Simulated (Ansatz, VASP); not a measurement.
One calculation of Li4ZrN2, two programs

INCAR

```
SYSTEM = Li4ZrN2
ALGO     = Normal         ! electronic algorithm
EDIFF    = 1E-7           ! SCF threshold, eV
EDIFFG   = -0.001         ! ionic threshold
ENCUT    = 600            ! plane-wave cutoff, eV
GGA      = PE             ! functional
IBRION   = 2              ! ionic algorithm
ISIF     = 3              ! what is computed and relaxed
ISMEAR   = 0              ! smearing method
LASPH    = .TRUE.         ! aspherical terms in the spheres
LCHARG   = .FALSE.        ! write CHGCAR
LREAL    = .FALSE.        ! projectors in reciprocal space
LWAVE    = .FALSE.        ! write WAVECAR
NELM     = 80             ! most SCF steps
NSW      = 80             ! ionic steps
PREC     = Accurate       ! precision mode
SIGMA    = 0.1            ! smearing width, eV
```

File KPOINTS:

```
k-points
0
G
  12 12 4
  0 0 0
```

The input POSCAR:

```
Li4ZrN2
1.0
    3.3086562850      0.0000000000      0.0000000000
   -1.6543281425      2.8653803952      0.0000000000
    0.0000000000      0.0000000000      9.0425419041
Li Zr N
4 1 2
Direct
    0.6666666667      0.3333333333      0.2197461926
    0.3333333333      0.6666666667      0.3870966782
    0.3333333333      0.6666666667      0.7802538074
    0.6666666667      0.3333333333      0.6129033218
    0.0000000000      0.0000000000      0.0000000000
    0.3333333333      0.6666666667      0.1375810605
    0.6666666667      0.3333333333      0.8624189395
```

Input for Ansatz:

```yaml
crystal:
  lattice:
    - [3.308656285, 0.0, 0.0]
    - [-1.6543281425, 2.8653803952, 0.0]
    - [0.0, 0.0, 9.0425419041]
  atoms:
    - { symbol: Li, position: [0.6666666667, 0.3333333333, 0.2197461926] }
    - { symbol: Li, position: [0.3333333333, 0.6666666667, 0.3870966782] }
    - { symbol: Li, position: [0.3333333333, 0.6666666667, 0.7802538074] }
    - { symbol: Li, position: [0.6666666667, 0.3333333333, 0.6129033218] }
    - { symbol: Zr, position: [0.0, 0.0, 0.0] }
    - { symbol: "N", position: [0.3333333333, 0.6666666667, 0.1375810605] }
    - { symbol: "N", position: [0.6666666667, 0.3333333333, 0.8624189395] }
basis:
  ecutwfc: 420
kpoints:
  mp_grid: { grid: [12, 12, 4] }
hamiltonian:
  xc: pbe
scf:
  occupations: { method: gaussian, width: 0.1 }
output:
  forces: true
  stress: true
  eigenvalues: true
relax:
  adjacent_minimum: "off"
  f_tol: 0.001
  max_steps: 60
  cell: { stress_tol: 0.01 }
```

Alike in both runs: task relaxation of cell and atoms; functional PBE; k mesh 12 × 12 × 4; occupations gaussian, width 0.1 eV; no spin polarisation.

|  | VASP | Ansatz |
| --- | --- | --- |
| version | VASP 6.6.1 | Ansatz 0.2.0 |
| potentials or method | VASP PAW PBE potentials, release 64 (Li_sv, Zr_sv, N), cutoff 600 eV | scalar-relativistic, plane waves, PAW |
| valence electrons in the cell | 34 | 34 |

Ansatz gave:

| Quantity | Value |
| --- | --- |
| gap on the k mesh at the Fermi level, each at its own relaxed structure (eV) | none |
| relaxed volume (Å³/atom) | 12.25 |
| relaxed cell length with the largest relative difference (Å) | 9.043 |

Q: Which values does VASP return?

A: gap on the k mesh at the Fermi level, each at its own relaxed structure (eV): none; relaxed volume (Å³/atom): 12.20; relaxed cell length with the largest relative difference (Å): 9.015.

A gap of «none» marks a metal or a gap that the smearing closes.

Noted on VASP's run: the cutoff is short for stress, so the pressure is rough.
